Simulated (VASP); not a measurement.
# BeTl2 (Pn-3m) in VASP: a series of runs

BeTl2 is run at these levels: PBE; tasks: relaxation of cell and atoms.

Program: VASP 6.6.1. These are calculated values, not measurements. Logs are shortened: lines on timing, memory, paths and dates and some standing lists are left out, and cuts for length are marked.

## (1) The cell of the first run

Symmetry: Pn-3m, No. 224, cubic system. The conventional cell has a = 5.296 Å, b = 5.296 Å, c = 5.296 Å, α = 90.00°, β = 90.00°, γ = 90.00°. Be (site symmetry -43m) has 4 Tl at 2.29 Å within 3.0 Å. Tl (site symmetry -3m) has 2 Be at 2.29 Å within 3.0 Å.

## (2) Relaxation of cell and atoms, PBE

INCAR reads:

```
PREC = Accurate
ENCUT = 600
EDIFF = 1E-6
ISMEAR = 0
SIGMA = 0.1
LREAL = F
LASPH = T
NELM = 80
ALGO = Fast
ISIF = 3
LWAVE = F
LCHARG = F
GGA = PE
IBRION = 2
NSW = 90
EDIFFG = -0.04
```

KPOINTS reads:

```
regular mesh
0
Gamma
  4 4 4
```

POSCAR reads:

```
BeTl2
1.0
    5.2963781446      0.0000000000      0.0000000000
    0.0000000000      5.2963781446      0.0000000000
    0.0000000000      0.0000000000      5.2963781446
Be Tl
2 4
Direct
    0.0000000000      0.0000000000      0.0000000000
    0.5000000000      0.5000000000      0.5000000000
    0.2500000000      0.2500000000      0.2500000000
    0.2500000000      0.7500000000      0.7500000000
    0.7500000000      0.7500000000      0.2500000000
    0.7500000000      0.2500000000      0.7500000000
```

Potentials or basis: VASP PAW PBE potentials, release 64 (Be, Tl_d).

Command:

```bash
$ cat potpaw_PBE.64/Be/POTCAR potpaw_PBE.64/Tl_d/POTCAR > POTCAR
$ mpirun -np 1 vasp_std > vasp.out
```

OUTCAR:

```text
PREC = Accurate
   ENCUT = 600
   EDIFF = 1E-6
   ISMEAR = 0
   LREAL = F
   LASPH = T
   NELM = 80
   ISIF = 3
   GGA = PE
   IBRION = 2
   NSW = 90
   EDIFFG = -0.04

 ion  position               nearest neighbor table
   1  0.000  0.000  0.000-   3 2.29   4 2.29   5 2.29   6 2.29
   2  0.500  0.500  0.500-   3 2.29   4 2.29   5 2.29   6 2.29
   3  0.250  0.250  0.250-   1 2.29   2 2.29   4 3.75   5 3.75   6 3.75   4 3.75   6 3.75   4 3.75
                             5 3.75   4 3.75   5 3.75   6 3.75   6 3.75   5 3.75
   4  0.250  0.750  0.750-   1 2.29   2 2.29   3 3.75   5 3.75   6 3.75   3 3.75   5 3.75   3 3.75
                             6 3.75   3 3.75   5 3.75   6 3.75   5 3.75   6 3.75
   5  0.750  0.750  0.250-   1 2.29   2 2.29   3 3.75   4 3.75   6 3.75   4 3.75   6 3.75   3 3.75
                             6 3.75   6 3.75   3 3.75   4 3.75   4 3.75   3 3.75
   6  0.750  0.250  0.750-   1 2.29   2 2.29   3 3.75   4 3.75   5 3.75   3 3.75   5 3.75   4 3.75
                             5 3.75   5 3.75   3 3.75   4 3.75   3 3.75   4 3.75

  LATTYP: Found a simple cubic cell.
 ALAT       =     5.2963781446

  Lattice vectors:

 A1 = (   5.2963781446,   0.0000000000,   0.0000000000)
 A2 = (   0.0000000000,   5.2963781446,   0.0000000000)
 A3 = (   0.0000000000,   0.0000000000,   5.2963781446)

Analysis of symmetry for initial positions (statically):
=====================================================================
 Subroutine PRICEL returns:
 Original cell was already a primitive cell.

 Routine SETGRP: Setting up the symmetry group for a
 simple cubic supercell.

 Subroutine GETGRP returns: Found 48 space group operations
 (whereof 24 operations were pure point group operations)
 out of a pool of 48 trial point group operations.

The static configuration has the point symmetry T_d .
 The point group associated with its full space group is O_h .

Analysis of symmetry for dynamics (positions and initial velocities):
=====================================================================
 Subroutine PRICEL returns:
 Original cell was already a primitive cell.

 Routine SETGRP: Setting up the symmetry group for a
 simple cubic supercell.

 Subroutine GETGRP returns: Found 48 space group operations
 (whereof 24 operations were pure point group operations)
 out of a pool of 48 trial point group operations.

The dynamic configuration has the point symmetry T_d .
 The point group associated with its full space group is O_h .

 Subroutine INISYM returns: Found 48 space group operations
 (whereof 24 operations are pure point group operations),
 and found     1 'primitive' translations

----------------------------------------------------------------------------------------

                                     Primitive cell

  volume of cell :     148.5720
[... 71 lines left out ...]
   NGXF,Y,Z  is equivalent  to a cutoff of  26.37, 26.37, 26.37 a.u.
 SYSTEM =  unknown system
   PREC   = accura    normal or accurate (medium, high low for compatibility)
   ISTART =      0    job   : 0-new  1-cont  2-samecut
   ICHARG =      2    charge: 1-file 2-atom 10-const
   ISPIN  =      1    spin polarized calculation?
   LNONCOLLINEAR =      F non collinear calculations
   LSORBIT =      F    spin-orbit coupling
   LASPH  =      T    aspherical Exc in radial PAW
   ENCUT  =  600.0 eV  44.10 Ry    6.64 a.u.  10.58 10.58 10.58*2*pi/ulx,y,z
   NELM   =     80;   NELMIN=  2; NELMDL= -5     # of ELM steps
   EDIFF  = 0.1E-05   stopping-criterion for ELM
   LREAL  =      F    real-space projection
   EDIFFG = -.4E-01   stopping-criterion for IOM
   NSW    =     90    number of steps for IOM
   IBRION =      2    ionic relax: 0-MD 1-quasi-New 2-CG
   NFREE  =      1    steps in history (QN), initial steepest desc. (CG)
   ISIF   =      3    stress and relaxation
   ISYM   =      2    0-nonsym 1-usesym 2-fastsym
   POTIM  = 0.5000    time-step for ionic-motion
   TEBEG  =    0.0;   TEEND  =   0.0 temperature during run
   PSTRESS=    0.0 pullay stress
   NELECT =      56.0000    total number of electrons
   NUPDOWN=      -1.0000    fix difference up-down
   EMIN   =  10.00;   EMAX   =-10.00  energy-range for DOS
   EFERMI =   0.00;   METHOD = LEGACY
   ISMEAR =     0;   SIGMA  =   0.10  broadening in eV -4-tet -1-fermi 0-gaus
   EFERMI_NEDOS =   21; number of points for ismear=-14 and -15
   IALGO  =     68    algorithm
   IMIX   =      4    mixing-type and parameters
     AMIX     =   0.40;   BMIX     =  1.00
     AMIX_MAG =   1.60;   BMIX_MAG =  1.00
  volume/ion in A,a.u.               =      24.76       167.10
  Fermi-wavevector in a.u.,A,eV,Ry     =   1.182565  2.234725 19.027218  1.398461
  Thomas-Fermi vector in A             =   2.318817
   LORBIT       =      0    0 simple, 1 ext, 2 COOP (PROOUT), +10 PAW based schemes
   GGA     = PE    functional components
   LHFCALC =     F    Hartree Fock is set to
   AEXX    =    0.0000 exact exchange contribution
   IVDW    =     0    specifies the selected vdW correction
   LEPSILON=     F    determine dielectric tensor
   LRPA    =     F    only Hartree local field effects (RPA)
 conjugate gradient relaxation of ions
 non-spin polarized calculation
 RMM-DIIS sequential band-by-band and
 Gauss-broadening in eV      SIGMA  =   0.10
  energy-cutoff  :      600.00
  volume of cell :      148.57
 maximum number of plane-waves:      4982
   NGX = 21   NGY = 21   NGZ = 21

--------------------------------------- Ionic step        1  -------------------------------------------

 number of electron      56.0000014 magnetization

 Free energy of the ion-electron system (eV)
  ---------------------------------------------------
  ext. energy  EPLUGINS =         0.00000000
  ---------------------------------------------------
  free energy    TOTEN  =       -12.76301149 eV

  energy without entropy =      -12.73938040  energy(sigma->0) =      -12.75119594

 E-fermi :   5.2118     XC(G=0):  -9.5209

 val. band max:        5.1219529339   @ k =   0.0000   0.0000   0.0000
 cond. band min:       5.2146600447   @ k =   0.5000   0.5000   0.0000
 fundamental gap:      0.0927071108
 Fermi energy:         5.2118115517

 k-point     1 :       0.0000    0.0000    0.0000
  band No.  band energies     occupation
      1      -7.0301      2.00000
      2      -6.7086      2.00000
      3      -6.7086      2.00000
      4      -6.7086      2.00000
      5      -6.5954      2.00000
      6      -6.5954      2.00000
[... 428 lines left out ...]
--------------------------------------- Ionic step        3  -------------------------------------------

 number of electron      56.0000007 magnetization

 Free energy of the ion-electron system (eV)
  ---------------------------------------------------
  ext. energy  EPLUGINS =         0.00000000
  ---------------------------------------------------
  free energy    TOTEN  =       -13.07675734 eV

  energy without entropy =      -13.04930966  energy(sigma->0) =      -13.06303350

 E-fermi :   4.1257     XC(G=0):  -8.9233

 val. band max:        4.1212524163   @ k =   0.5000   0.5000   0.0000
 cond. band min:       4.1428376663   @ k =   0.2500   0.2500   0.0000
 fundamental gap:      0.0215852500
 Fermi energy:         4.1256626189

 k-point     1 :       0.0000    0.0000    0.0000
  band No.  band energies     occupation
      1      -7.8396      2.00000
      2      -7.5945      2.00000
      3      -7.5945      2.00000
      4      -7.5945      2.00000
      5      -7.5375      2.00000
      6      -7.5375      2.00000
[... 382 lines left out ...]
  FREE ENERGIE OF THE ION-ELECTRON SYSTEM (eV)
  ---------------------------------------------------
  free  energy   TOTEN  =       -13.0767573431 eV

  energy  without entropy=      -13.0493096619  energy(sigma->0) =      -13.06303350

 reached required accuracy - stopping structural energy minimisation
```

OSZICAR:

```text
N       E                     dE             d eps       ncg     rms          rms(c)
DAV:   1     0.327823919945E+03    0.32782E+03   -0.31672E+04   660   0.175E+03
DAV:   2    -0.486176223164E+01   -0.33269E+03   -0.32843E+03   707   0.358E+02
DAV:   3    -0.151847841724E+02   -0.10323E+02   -0.10268E+02   782   0.550E+01
[... 31 lines left out ...]
RMM:   5    -0.130767729808E+02    0.20417E-03   -0.49960E-03   674   0.411E-01    0.771E-02
RMM:   6    -0.130767730308E+02   -0.50008E-07   -0.59004E-04   690   0.136E-01    0.494E-02
RMM:   7    -0.130767984489E+02   -0.25418E-04   -0.62308E-05   668   0.581E-02    0.733E-02
RMM:   8    -0.130767580173E+02    0.40432E-04   -0.13180E-04   661   0.707E-02    0.440E-03
RMM:   9    -0.130767573431E+02    0.67422E-06   -0.82924E-06   646   0.200E-02
   3 F= -.13076757E+02 E0= -.13063034E+02  d E =-.313746E+00
```

CONTCAR:

```text
BeTl2
   1.00000000000000
     5.5387562781812836   -0.0000000000000000    0.0000000000000000
    -0.0000000000000000    5.5387562781812836    0.0000000000000000
    -0.0000000000000000   -0.0000000000000000    5.5387562781812836
  Be              Tl
     2     4
Direct
     0.0000000000000000    0.0000000000000000    0.0000000000000000
     0.5000000000000000    0.5000000000000000    0.5000000000000000
     0.2500000000000000    0.2500000000000000    0.2500000000000000
     0.2500000000000000    0.7500000000000000    0.7500000000000000
     0.7500000000000000    0.7500000000000000    0.2500000000000000
     0.7500000000000000    0.2500000000000000    0.7500000000000000

  0.00000000E+00  0.00000000E+00  0.00000000E+00
  0.00000000E+00  0.00000000E+00  0.00000000E+00
  0.00000000E+00  0.00000000E+00  0.00000000E+00
  0.00000000E+00  0.00000000E+00  0.00000000E+00
  0.00000000E+00  0.00000000E+00  0.00000000E+00
  0.00000000E+00  0.00000000E+00  0.00000000E+00
```

It took 2.9 min on 1 thread of Intel Xeon 8259CL, shared host; peak memory 0.29 GiB.

Results:

```yaml
Free_energy: -13.0768 eV
Relaxed_volume: 28.32 Å³/atom
Relaxed_cell: a = 5.539 Å, b = 5.539 Å, c = 5.539 Å, α = 90.00°, β = 90.00°, γ = 90.00°
Space_group_after_relaxing_to_0.1_Å: Pn-3m (No. 224)
Energy_gained_by_relaxing: 52.3 meV/atom
Ionic_steps: 3
Pressure_after_relaxing: -0.1 GPa
Band_gap_on_the_k_mesh: zero (bands 28 and 29 overlap by 0.15 eV)
```

Step by step:
```tsv
step	energy change (eV)	largest force (eV/Å)	pressure (GPa)	volume (Å³)
1	0.0000	0.0000	5.41	148.57
2	-0.3106	0.0000	0.44	167.29
3	-0.3137	0.0000	-0.05	169.92
```

Final structure:
```
CELL_PARAMETERS angstrom
5.53876 0.00000 0.00000
0.00000 5.53876 0.00000
0.00000 0.00000 5.53876
ATOMIC_POSITIONS crystal
Be 0.00000 0.00000 0.00000
Be 0.50000 0.50000 0.50000
Tl 0.25000 0.25000 0.25000
Tl 0.25000 0.75000 0.75000
Tl 0.75000 0.75000 0.25000
Tl 0.75000 0.25000 0.75000
```

Caveat: spin-orbit coupling is left out, which moves the levels of the heavy elements.

## (3) Relaxation of cell and atoms, PBE

This run uses another cell than the first one, of 28.35 Å³/atom.

INCAR reads:

```
PREC     = Accurate       # precision mode
ENCUT    = 600            # plane-wave cutoff, eV
EDIFF    = 1E-6           # SCF threshold, eV
ISMEAR   = 0              # smearing method
SIGMA    = 0.1            # smearing width, eV
LREAL    = False          # projectors in reciprocal space
LASPH    = True           # aspherical terms in the spheres
NELM     = 100            # most SCF steps
ALGO     = Fast           # electronic algorithm
ISIF     = 3              # what is computed and relaxed
LWAVE    = False          # write WAVECAR
LCHARG   = False          # write CHGCAR
GGA      = PE             # functional
IBRION   = 2              # ionic algorithm
NSW      = 100            # ionic steps
EDIFFG   = -0.01          # ionic threshold
```

KPOINTS reads:

```
Automatic mesh
0
Gamma
  8 8 8
```

Edit POSCAR of step 2 so:

```diff
@@ -2,5 +2,5 @@
 1.0
-    5.2963781446      0.0000000000      0.0000000000
-    0.0000000000      5.2963781446      0.0000000000
-    0.0000000000      0.0000000000      5.2963781446
+    5.5409919885      0.0000000000      0.0000000000
+    0.0000000000      5.5409919885      0.0000000000
+    0.0000000000      0.0000000000      5.5409919885
 Be Tl
```

Potentials or basis: VASP PAW PBE potentials, release 64 (Be, Tl_d).

Command:

```bash
$ cat potpaw_PBE.64/Be/POTCAR potpaw_PBE.64/Tl_d/POTCAR > POTCAR
$ mpirun -np 1 vasp_std > vasp.out
```

It took 4.6 min on 1 thread of Intel Xeon 8259CL, shared host; peak memory 0.43 GiB.

Results (log left out):

```
Free energy             : -13.1596 eV
Pressure after relaxing : 0.0 GPa
Band gap on the k mesh  : zero (bands 28 and 29 overlap by 0.22 eV)
```

Final structure:
```cif
data_structure
_symmetry_space_group_name_H-M 'P 1'
_symmetry_Int_Tables_number 1
_cell_length_a 5.5410
_cell_length_b 5.5410
_cell_length_c 5.5410
_cell_angle_alpha 90.000
_cell_angle_beta 90.000
_cell_angle_gamma 90.000
_cell_volume 170.12
loop_
_atom_site_label
_atom_site_type_symbol
_atom_site_fract_x
_atom_site_fract_y
_atom_site_fract_z
_atom_site_occupancy
Be1 Be 0.00000 0.00000 0.00000 1
Be2 Be 0.50000 0.50000 0.50000 1
Tl1 Tl 0.25000 0.25000 0.25000 1
Tl2 Tl 0.25000 0.75000 0.75000 1
Tl3 Tl 0.75000 0.75000 0.25000 1
Tl4 Tl 0.75000 0.25000 0.75000 1
```

Levels at points of the mesh, in eV from the Fermi level:
| k point | band 24 | band 25 | band 26 | band 27 | band 28 | band 29 | band 30 | band 31 | band 32 | band 33 |
| --- | --- | --- | --- | --- | --- | --- | --- | --- | --- | --- |
| (0.00, 0.00, 0.00) | -5.22 | -3.75 | -1.00 | -1.00 | -0.03 | -0.03 | -0.03 | 3.18 | 3.19 | 3.99 |
| (0.50, 0.00, 0.00) | -5.17 | -1.91 | -1.91 | -0.25 | -0.25 | 0.48 | 0.48 | 2.34 | 2.34 | 3.27 |
| (0.50, 0.50, 0.00) | -6.40 | -1.75 | -1.75 | 0.02 | 0.02 | 0.31 | 0.31 | 1.00 | 1.00 | 3.89 |
| (0.50, 0.50, 0.50) | -6.03 | -4.20 | -2.49 | -2.49 | -2.49 | 2.78 | 2.78 | 2.78 | 5.43 | 5.86 |

Caveat: the relaxation stopped at its first step, so nothing moved; spin-orbit coupling is left out, which moves the levels of the heavy elements.

The gap in the log of VASP goes by the Fermi energy; the results here count the filled bands.